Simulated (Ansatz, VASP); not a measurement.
**Two plane-wave programs on BN**

File INCAR:

```
PREC = Accurate
ENCUT = 520
EDIFF = 1E-7
ISMEAR = 0
SIGMA = 0.02
LREAL = F
LASPH = T
NELM = 100
ALGO = Normal
ISIF = 2
LWAVE = F
LCHARG = F
GGA = PE
NBANDS = 11
```

Contents of KPOINTS:

```
regular mesh
0
Gamma
  12 12 12
```

POSCAR

```
BN
1.0
    0.0000000000      1.8478714735      1.8478714735
    1.8478714735      0.0000000000      1.8478714735
    1.8478714735      1.8478714735      0.0000000000
B N
1 1
Direct
    0.0000000000      0.0000000000      0.0000000000
    0.2500000000      0.2500000000      0.2500000000
```

Input for Ansatz:

```yaml
crystal:
  lattice:
    - [0.0, 1.8478714735, 1.8478714735]
    - [1.8478714735, 0.0, 1.8478714735]
    - [1.8478714735, 1.8478714735, 0.0]
  atoms:
    - { symbol: B, position: [0.0, 0.0, 0.0] }
    - { symbol: "N", position: [0.25, 0.25, 0.25] }
basis:
  ecutwfc: 420
kpoints:
  mp_grid: { grid: [12, 12, 12] }
hamiltonian:
  xc: pbe
scf:
  occupations: { method: gaussian, width: 0.02 }
output:
  forces: true
  stress: true
  eigenvalues: true
  write_density: true
  write_potential: true
  elf: true
  volumetric_format: npy
```

Alike in both runs: task single point; functional PBE; k mesh 12 × 12 × 12; occupations gaussian, width 0.02 eV; no spin polarisation.

|  | VASP | Ansatz |
| --- | --- | --- |
| version | VASP 6.6.1 | Ansatz 0.2.0 |
| potentials or method | VASP PAW PBE potentials, release 64 (B, N), cutoff 520 eV | scalar-relativistic, plane waves, PAW |
| valence electrons in the cell | 8 | 8 |

Ansatz gave:

* gap on the k mesh at the Fermi level (eV): 4.40
* least direct gap on the mesh (eV): 8.51
* pressure (GPa): -19.4

What did VASP give for the same quantities?

gap on the k mesh at the Fermi level (eV): 4.39; least direct gap on the mesh (eV): 8.50; pressure (GPa): -19.4.
